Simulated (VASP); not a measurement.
NaCl:

```
Na Cl
1.0
     0.00000    2.80273    2.80273
     2.80273    0.00000    2.80273
     2.80273    2.80273    0.00000
Na Cl
1 1
Direct
  0.00000 0.00000 0.00000
  0.50000 0.50000 0.50000
```

Program: VASP 6.6.1. Alike in all runs: task single point; no spin polarisation; cell as given; cutoff (eV) 520.

Question: Order these runs on this cell by their pressure, lowest first.
A. level r2SCAN; potentials or basis VASP PAW PBE potentials, release 64 (Na_pv, Cl); k mesh 6 × 6 × 6; smearing gaussian 0.05 eV
B. level LDA; potentials or basis VASP PAW LDA potentials, release 64 (Na_pv, Cl); k mesh 6 × 6 × 6; smearing gaussian 0.01 eV
C. level r2SCAN; potentials or basis VASP PAW PBE potentials, release 64 (Na_pv, Cl); k mesh 2 × 2 × 2; smearing gaussian 0.01 eV

Answer: B (-2.0 GPa), A (-0.1 GPa), C (1.9 GPa).

Caveats: some runs use coarse meshes; the PAW data sets were made with another functional, which shifts forces and pressure a little (at least some runs).
